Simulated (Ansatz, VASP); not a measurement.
## Pd: VASP beside Ansatz

INCAR

```
PREC = Accurate ; ENCUT = 520
EDIFF = 1E-7 ; ISMEAR = -1
SIGMA = 0.05 ; LREAL = F
LASPH = T ; NELM = 150
ALGO = Normal ; ISIF = 2
LWAVE = F ; LCHARG = T
ISPIN = 2 ; MAGMOM = 0.322 0.322
LORBIT = 11 ; LMAXMIX = 4
GGA = B5 ; ALDAX = 1.0
AGGAX = 1.0 ; AGGAC = 1.0
ALDAC = 0.0 ; LELF = T
LVHAR = T ; NBANDS = 21
```

The input KPOINTS:

```
regular mesh
0
Gamma
  14 14 8
```

Contents of POSCAR:

```
Pd
1.0
    2.7444112978      0.0000000000      0.0000000000
   -1.3722056489      2.3767299024      0.0000000000
    0.0000000000      0.0000000000      4.6333334595
Pd
2
Direct
    0.3333333333      0.6666666667      0.2500000000
    0.6666666667      0.3333333333      0.7500000000
```

Input for Ansatz:

```yaml
crystal:
  lattice:
    - [2.7444112978, 0.0, 0.0]
    - [-1.3722056489, 2.3767299024, 0.0]
    - [0.0, 0.0, 4.6333334595]
  atoms:
    - { symbol: Pd, position: [0.3333333333, 0.6666666667, 0.25], spin: 0.322 }
    - { symbol: Pd, position: [0.6666666667, 0.3333333333, 0.75], spin: 0.322 }
hamiltonian:
  xc: blyp
  pseudopotentials:
    kind: paw
    azcp:
      Pd: "pseudopotentials/Pd.paw.azcp"
basis:
  ecutwfc: 420
  fft_grid_basis: typed
kpoints:
  mp_grid: { grid: [14, 14, 8], shift: [0, 0, 0] }
magnetization:
  spin_polarized: true
scf:
  occupations: { method: fermi_dirac, width: 0.05 }
  lower_state_search: "off"
output:
  stress: true
  write_density: true
  write_potential: true
  elf: true
  volumetric_format: npy
```

Alike in both runs: task single point; functional BLYP; k mesh 14 × 14 × 8; occupations fermi-dirac, width 0.05 eV; collinear spin.

|  | VASP | Ansatz |
| --- | --- | --- |
| version | VASP 6.6.1 | Ansatz 0.2.0 |
| potentials or method | VASP PAW PBE potentials, release 64 (Pd), cutoff 520 eV | plane waves (420 eV) with PAW, scalar-relativistic |
| valence electrons in the cell | 20 | 36 |

VASP gave:

| Item | Value |
| --- | --- |
| pressure (GPa) | 14.5 |
| traceless stress, the component that is largest in VASP (GPa) | -1.47 |
| net moment per atom (μB) | 0.27 |
| size of the moment on the site where the two differ most (μB) | 0.27 |

Which values does Ansatz return?

Pressure (GPa): 14.1; traceless stress, the component that is largest in VASP (GPa): -1.38; net moment per atom (μB): 0.28; size of the moment on the site where the two differ most (μB): 0.28.

VASP's potentials were made for PBE, not for BLYP. Site moments also hang on the region over which each program counts them. VASP's potentials hold 20 valence electrons a cell and Ansatz's 36, so a difference there can come from the potentials and not from the codes.
